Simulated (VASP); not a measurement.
# AgH12O6F in VASP: further runs

The runs below take AgH12O6F through single point, with PBE+D3(BJ).

Everything below comes from runs of VASP 6.6.1. Logs are shortened: lines on timing, memory, paths and dates and some standing lists are left out, and cuts for length are marked.

### 1 The cell of the first run

The cell holds an amorphous packing of atoms, 20 atoms: a = 6.073 Å, b = 6.073 Å, c = 6.073 Å, α = 90.00°, β = 90.00°, γ = 90.00°.

### 2 Single point, PBE+D3(BJ)

INCAR reads:

```
SYSTEM = AgH12O6F
  PREC = Accurate
  ENCUT = 520
  EDIFF = 1E-7
  ISMEAR = -1
  SIGMA = 0.02
  LREAL = Auto
  LASPH = .True.
  NELM = 100
  ALGO = Normal
  ISIF = 2
  LWAVE = .False.
  LCHARG = .False.
  GGA = PE
  IVDW = 12
  NBANDS = 49
```

KPOINTS reads:

```
regular mesh
0
Gamma
  1 1 1
  0 0 0
```

POSCAR reads:

```
AgH12O6F
1.0
    6.0731780000      0.0000000000      0.0000000000
    0.0000000000      6.0731780000      0.0000000000
    0.0000000000      0.0000000000      6.0731780000
O H Ag F
6 12 1 1
Direct
    0.8957089682      1.0360967520      0.6105534862
    0.1587471996      0.8876571706      0.0548477255
    0.9478398295      0.4586560776      0.2536069254
    0.2116354897      0.4178537168      0.7827368142
    0.4735576662      0.9408583117      0.6929650341
    0.3868814647      0.2357085532      0.3218249160
    0.7532135564      0.9771654972      0.6828056085
    0.9355727759      0.9181189815      0.5073291117
    0.0731083462      0.8954784464     -0.0817199825
    0.3047498361      0.9402326097      0.0051867408
    1.0197132375      0.5887197774      0.1786379388
    0.8013761494      0.4762580646      0.2104828806
    0.2735964597      0.2702868251      0.7386248188
    0.3146293423      0.5296073983      0.7251722245
    0.4579809780      1.0219031947      0.5557716240
    0.4775588662      0.7886315863      0.6496104675
    0.2589418588      0.2729707576      0.2293198059
    0.4550171261      0.3951473183      0.3574405361
    0.8861752447      0.4779540465      0.6378044576
    0.5606619796      0.5634611730      0.5135202690
```

Potentials or basis: VASP PAW PBE potentials, release 64 (O, H, Ag, F).

Run with:

```sh
cat potpaw_PBE.64/O/POTCAR potpaw_PBE.64/H/POTCAR potpaw_PBE.64/Ag/POTCAR potpaw_PBE.64/F/POTCAR > POTCAR
mpirun -np 1 vasp_gam > vasp.out
```

OUTCAR:

```text
SYSTEM = AgH12O6F
   PREC = Accurate
   ENCUT = 520
   EDIFF = 1E-7
   ISMEAR = -1
   LREAL = Auto
   LASPH = .True.
   NELM = 100
   ISIF = 2
   GGA = PE
   IVDW = 12
 IVDW          = 12

 ion  position               nearest neighbor table
   1  0.896  0.036  0.611-   8 0.98   7 1.03  19 2.69
   2  0.159  0.888  0.055-   9 0.98  10 0.99
   3  0.948  0.459  0.254-  12 0.93  11 1.01  19 2.37
   4  0.212  0.418  0.783-  14 0.99  13 1.01  19 2.19
   5  0.474  0.941  0.693-  16 0.96  15 0.97
   6  0.387  0.236  0.322-  17 0.99  18 1.07
   7  0.753  0.977  0.683-   1 1.03
   8  0.936  0.918  0.507-   1 0.98
   9  0.073  0.895  0.918-   2 0.98
  10  0.305  0.940  0.005-   2 0.99
  11  0.020  0.589  0.179-   3 1.01
  12  0.801  0.476  0.210-   3 0.93
  13  0.274  0.270  0.739-   4 1.01
  14  0.315  0.530  0.725-   4 0.99
  15  0.458  0.022  0.556-   5 0.97
  16  0.478  0.789  0.650-   5 0.96
  17  0.259  0.273  0.229-   6 0.99
  18  0.455  0.395  0.357-   6 1.07
  19  0.886  0.478  0.638-  20 2.18   4 2.19   3 2.37   1 2.69
  20  0.561  0.563  0.514-  19 2.18

  LATTYP: Found a simple cubic cell.
 ALAT       =     6.0731780000

  Lattice vectors:

 A1 = (   6.0731780000,   0.0000000000,   0.0000000000)
 A2 = (   0.0000000000,   6.0731780000,   0.0000000000)
 A3 = (   0.0000000000,   0.0000000000,   6.0731780000)

Analysis of symmetry for initial positions (statically):
=====================================================================
 Subroutine PRICEL returns:
 Original cell was already a primitive cell.

 Routine SETGRP: Setting up the symmetry group for a
 simple cubic supercell.

 Subroutine GETGRP returns: Found  1 space group operations
 (whereof  1 operations were pure point group operations)
 out of a pool of 48 trial point group operations.

The static configuration has the point symmetry C_1 .

Analysis of symmetry for dynamics (positions and initial velocities):
=====================================================================
 Subroutine PRICEL returns:
 Original cell was already a primitive cell.

 Routine SETGRP: Setting up the symmetry group for a
 simple cubic supercell.

 Subroutine GETGRP returns: Found  1 space group operations
 (whereof  1 operations were pure point group operations)
 out of a pool of 48 trial point group operations.

The dynamic configuration has the point symmetry C_1 .

 Subroutine INISYM returns: Found  1 space group operations
 (whereof  1 operations are pure point group operations),
 and found     1 'primitive' translations

----------------------------------------------------------------------------------------

                                     Primitive cell

  volume of cell :     224.0000

  direct lattice vectors                    reciprocal lattice vectors
     6.073178000  0.000000000  0.000000000     0.164658437  0.000000000  0.000000000
     0.000000000  6.073178000  0.000000000     0.000000000  0.164658437  0.000000000
     0.000000000  0.000000000  6.073178000     0.000000000  0.000000000  0.164658437

  length of vectors
     6.073178000  6.073178000  6.073178000     0.164658437  0.164658437  0.164658437

  position of ions in fractional coordinates (direct lattice)
     0.895708968  0.036096752  0.610553486
     0.158747200  0.887657171  0.054847725
     0.947839829  0.458656078  0.253606925
     0.211635490  0.417853717  0.782736814
     0.473557666  0.940858312  0.692965034
     0.386881465  0.235708553  0.321824916
[... 12 lines left out ...]
     0.886175245  0.477954047  0.637804458
     0.560661980  0.563461173  0.513520269

  ion indices of the primitive-cell ions
   primitive index   ion index
                 1           1
                 2           2
                 3           3
                 4           4
                 5           5
                 6           6
[... 12 lines left out ...]
                19          19
                20          20

----------------------------------------------------------------------------------------

 KPOINTS: regular mesh

Automatic generation of k-mesh.
 Grid dimensions read from file:
 generate k-points for:    1    1    1

 Generating k-lattice:

  Cartesian coordinates                     Fractional coordinates (reciprocal lattice)
     0.164658437  0.000000000  0.000000000     1.000000000  0.000000000  0.000000000
     0.000000000  0.164658437  0.000000000     0.000000000  1.000000000  0.000000000
     0.000000000  0.000000000  0.164658437     0.000000000  0.000000000  1.000000000

  Length of vectors
     0.164658437  0.164658437  0.164658437

  Shift w.r.t. Gamma in fractional coordinates (k-lattice)
     0.000000000  0.000000000  0.000000000

 Subroutine IBZKPT returns following result:
 ===========================================

 Found      1 irreducible k-points:

 Following reciprocal coordinates:
            Coordinates               Weight
  0.000000  0.000000  0.000000      1.000000
   k-points           NKPTS =      1   k-points in BZ     NKDIM =      1   number of bands    NBANDS=     49
   number of dos      NEDOS =    301   number of ions     NIONS =     20
   total plane-waves  NPLWV = 110592
   dimension x,y,z NGX =    48 NGY =   48 NGZ =   48
   dimension x,y,z NGXF=    96 NGYF=   96 NGZF=   96
   ions per type =               6  12   1   1
   NGX,Y,Z   is equivalent  to a cutoff of  13.14, 13.14, 13.14 a.u.
   NGXF,Y,Z  is equivalent  to a cutoff of  26.28, 26.28, 26.28 a.u.
 SYSTEM =  AgH12O6F
   PREC   = accura    normal or accurate (medium, high low for compatibility)
   ISTART =      0    job   : 0-new  1-cont  2-samecut
   ICHARG =      2    charge: 1-file 2-atom 10-const
   ISPIN  =      1    spin polarized calculation?
   LNONCOLLINEAR =      F non collinear calculations
   LSORBIT =      F    spin-orbit coupling
   LASPH  =      T    aspherical Exc in radial PAW
   ENCUT  =  520.0 eV  38.22 Ry    6.18 a.u.  11.29 11.29 11.29*2*pi/ulx,y,z
   NELM   =    100;   NELMIN=  2; NELMDL= -5     # of ELM steps
   EDIFF  = 0.1E-06   stopping-criterion for ELM
   LREAL  =      T    real-space projection
   EDIFFG = 0.1E-05   stopping-criterion for IOM
   NSW    =      0    number of steps for IOM
   IBRION =     -1    ionic relax: 0-MD 1-quasi-New 2-CG
   NFREE  =      0    steps in history (QN), initial steepest desc. (CG)
   ISIF   =      2    stress and relaxation
   ISYM   =      2    0-nonsym 1-usesym 2-fastsym
   POTIM  = 0.5000    time-step for ionic-motion
   TEBEG  =    0.0;   TEEND  =   0.0 temperature during run
   PSTRESS=    0.0 pullay stress
   NELECT =      66.0000    total number of electrons
   NUPDOWN=      -1.0000    fix difference up-down
   EMIN   =  10.00;   EMAX   =-10.00  energy-range for DOS
   EFERMI =   0.00;   METHOD = LEGACY
   ISMEAR =    -1;   SIGMA  =   0.02  broadening in eV -4-tet -1-fermi 0-gaus
   EFERMI_NEDOS =   21; number of points for ismear=-14 and -15
   IALGO  =     38    algorithm
   IMIX   =      4    mixing-type and parameters
     AMIX     =   0.40;   BMIX     =  1.00
     AMIX_MAG =   1.60;   BMIX_MAG =  1.00
  volume/ion in A,a.u.               =      11.20        75.58
  Fermi-wavevector in a.u.,A,eV,Ry     =   1.089365  2.058602 16.146256  1.186716
  Thomas-Fermi vector in A             =   2.225567
   LORBIT       =      0    0 simple, 1 ext, 2 COOP (PROOUT), +10 PAW based schemes
   GGA     = PE    functional components
   LHFCALC =     F    Hartree Fock is set to
   AEXX    =    0.0000 exact exchange contribution
   IVDW    =    12    specifies the selected vdW correction
   LEPSILON=     F    determine dielectric tensor
   LRPA    =     F    only Hartree local field effects (RPA)
 non-spin polarized calculation
  energy-cutoff  :      520.00
  volume of cell :      224.00
 maximum number of plane-waves:      3016
 NGX is ok and might be reduce to    48
   NGX = 23   NGY = 23   NGZ = 23

 number of electron      66.0000005 magnetization

 Free energy of the ion-electron system (eV)
  ---------------------------------------------------
  ext. energy  EPLUGINS =         0.00000000
  ---------------------------------------------------
  free energy    TOTEN  =       -93.39649047 eV

  energy without entropy =      -93.39649047  energy(sigma->0) =      -93.39649047

 E-fermi :  -1.7138     XC(G=0):  -7.1038

 val. band max:       -2.2418537066   @ k =   0.0000   0.0000   0.0000
 cond. band min:       0.5228727962   @ k =   0.0000   0.0000   0.0000
 fundamental gap:      2.7647265028
 Fermi energy:        -1.7138466879

 k-point     1 :       0.0000    0.0000    0.0000
  band No.  band energies     occupation
      1     -23.7527      2.00000
      2     -22.2196      2.00000
      3     -22.1441      2.00000
      4     -21.9634      2.00000
      5     -21.2370      2.00000
      6     -21.0340      2.00000
[... 37 lines left out ...]
     44       7.5670      0.00000
     45       7.7812      0.00000
 [bands above 45 left out]

------------------------ aborting loop because EDIFF is reached ----------------------------------------

 Edisp (eV)   -0.91373

 E8    (eV) :    -0.2324

  FORCE on cell =-STRESS in cart. coord.  units (eV):
  Direction    XX          YY          ZZ          XY          YZ          ZX
  --------------------------------------------------------------------------------------
  -------------------------------------------------------------------------------------
  Total       1.47779    -5.15061    -1.30400    -0.70440     1.38452     0.94855
  in kB      10.56998   -36.84012    -9.32697    -5.03826     9.90285     6.78455
  external pressure =      -11.87 kB  Pullay stress =        0.00 kB

 VOLUME and BASIS-vectors are now :
 -----------------------------------------------------------------------------
  energy-cutoff  :      520.00
  volume of cell :      224.00
      direct lattice vectors                 reciprocal lattice vectors
     6.073178000  0.000000000  0.000000000     0.164658437  0.000000000  0.000000000
     0.000000000  6.073178000  0.000000000     0.000000000  0.164658437  0.000000000
     0.000000000  0.000000000  6.073178000     0.000000000  0.000000000  0.164658437

 POSITION                                       TOTAL-FORCE (eV/Angst)
 -----------------------------------------------------------------------------------
      5.43980      0.21922      3.70800        -0.825813     -0.668360      1.010560
      0.96410      5.39090      0.33310         0.191700     -0.086761     -0.244566
      5.75640      2.78550      1.54020         2.497440      1.156767     -0.546627
      1.28530      2.53770      4.75370         0.504903     -0.645158     -0.032689
      2.87600      5.71400      4.20850        -0.057060      1.019291      1.218924
      2.34960      1.43150      1.95450         0.696464      2.149257     -0.119703
[... 12 lines left out ...]
      5.38190      2.90270      3.87350         0.207305     -0.325922      0.178872
      3.40500      3.42200      3.11870        -0.013189      0.275040      0.324434
 -----------------------------------------------------------------------------------
    total drift:                                0.001006      0.001169     -0.004674

  FREE ENERGIE OF THE ION-ELECTRON SYSTEM (eV)
  ---------------------------------------------------
  free  energy   TOTEN  =       -94.3102178563 eV

  energy  without entropy=      -94.3102178563  energy(sigma->0) =      -94.31021786
```

Wall time 37 s (1 thread of Intel Xeon Platinum 8375C at 2.90GHz (Ice Lake), shared host); peak memory 0.31 GiB.

What came out:

| Item | Value |
| --- | --- |
| Free energy | -94.3102 eV |
| Pressure | -1.2 GPa |
| Largest force | 2.806 eV/Å |
| Band gap on the k mesh | 2.76 eV |
| Dispersion energy per atom | -0.046 eV |

Forces on the atoms (eV/Å):
```
O   -0.826 -0.668  1.011
O    0.192 -0.087 -0.245
O    2.497  1.157 -0.547
O    0.505 -0.645 -0.033
O   -0.057  1.019  1.219
O    0.696  2.149 -0.120
H    1.007  0.701 -0.781
H    0.033  0.269 -0.099
H   -0.051  0.184  0.005
H   -0.462 -0.283  0.259
H   -0.073 -0.738  0.478
H   -2.335 -0.060 -0.616
H   -0.568  1.257  0.074
H   -0.012 -0.758 -0.091
H   -0.305  0.434 -0.764
H    0.264 -1.067 -0.695
H    0.123 -0.466  0.400
H   -0.822 -2.347  0.040
Ag   0.207 -0.326  0.179
F   -0.013  0.275  0.324
```

Stress tensor (GPa, compression positive):
```
 1.06 -0.50  0.68
-0.50 -3.68  0.99
 0.68  0.99 -0.93
```

Caveat: the k points lie up to 1.03 Å⁻¹ apart.

### 3 Single point, PBE+D3(BJ)

INCAR reads:

```
PREC = Accurate
ENCUT = 520
EDIFF = 1E-6
ISMEAR = -1
SIGMA = 0.02
LREAL = Auto
LASPH = True
NELM = 100
ALGO = Normal
ISIF = 2
LWAVE = False
LCHARG = False
GGA = PE
IVDW = 12
NBANDS = 49
```

KPOINTS reads:

```
regular mesh
0
Gamma
  1 1 1
```

POSCAR reads:

```
AgH12O6F
1.0
    6.0731780000      0.0000000000      0.0000000000
    0.0000000000      6.0731780000      0.0000000000
    0.0000000000      0.0000000000      6.0731780000
O H Ag F
6 12 1 1
Direct
    0.8475134435      1.0765697959      0.6899353189
    0.0991902427      0.8631395293      0.0335409237
    0.9765727268      0.4725697156      0.1838740771
    0.2291551474      0.4481508693      0.7747344142
    0.4483978569      0.9568795777      0.6705550208
    0.3658216505      0.1924527817      0.3001393998
    0.6864445600      1.0236321083      0.7241348763
    0.8787820808      0.9798658956      0.5588013393
   -0.0241224611      0.9261213816     -0.0550782473
    0.2233591704      0.8618057959     -0.0755452911
    0.9963976027      0.6202189364      0.1119183400
    0.8295162763      0.4438038865      0.1573146712
    0.2133150058      0.2961875973      0.8321508113
    0.3696417263      0.4663456266      0.6868397402
    0.3952131816      1.0258220655      0.5420885079
    0.4807861716      0.8141371783      0.6165799850
    0.2217784494      0.2385242125      0.2608024991
    0.4290998881      0.3238996124      0.3687031732
    0.9041394802      0.4839311477      0.6420855769
    0.5718752192      0.5046945767      0.5444431235
```

Potentials or basis: VASP PAW PBE potentials, release 64 (O, H, Ag, F).

Run with:

```sh
cat potpaw_PBE.64/O/POTCAR potpaw_PBE.64/H/POTCAR potpaw_PBE.64/Ag/POTCAR potpaw_PBE.64/F/POTCAR > POTCAR
mpirun -np 1 vasp_gam > vasp.out
```

Run time: 30 s. Hardware: 1 thread of Intel Xeon Platinum 8375C at 2.90GHz (Ice Lake), shared host; peak memory 0.31 GiB.

The run converged. Its results:

| Quantity | Value |
| --- | --- |
| Free energy | -94.6841 eV |
| Pressure | 0.9 GPa |
| Largest force | 2.975 eV/Å |
| Band gap on the k mesh | 2.95 eV |
| Dispersion energy per atom | -0.046 eV |

Forces on the atoms (eV/Å):
```
O   -0.333 -1.398 -0.471
O   -0.012  0.408 -0.981
O    1.915  0.677  0.448
O   -0.150 -0.624  0.414
O   -0.074 -0.550  2.573
O    1.183 -0.531  0.480
H    0.944  0.874 -0.537
H    0.075  0.768  0.926
H    0.618 -0.002  0.040
H   -0.726 -0.035  0.690
H    0.787 -0.112  0.239
H   -2.798 -0.899 -0.273
H    0.534  0.835 -0.278
H   -0.082 -0.378  0.026
H   -0.872  1.726 -2.261
H    0.389 -1.957 -0.346
H   -1.477  0.375 -0.557
H    0.391  0.225  0.110
Ag   0.039  0.095 -0.112
F   -0.352  0.501 -0.131
```

Stress tensor (GPa, compression positive):
```
 3.04 -0.26  1.60
-0.26  0.44 -0.31
 1.60 -0.31 -0.64
```

Levels at points of the mesh, in eV from the valence-band top:
| k point | band 30 | band 31 | band 32 | band 33 | band 34 | band 35 | band 36 | band 37 |
| --- | --- | --- | --- | --- | --- | --- | --- | --- |
| (0.00, 0.00, 0.00) | -1.11 | -0.97 | -0.86 | 0.00 | 2.95 | 6.24 | 6.73 | 7.10 |

Caveat: the k points lie up to 1.03 Å⁻¹ apart.
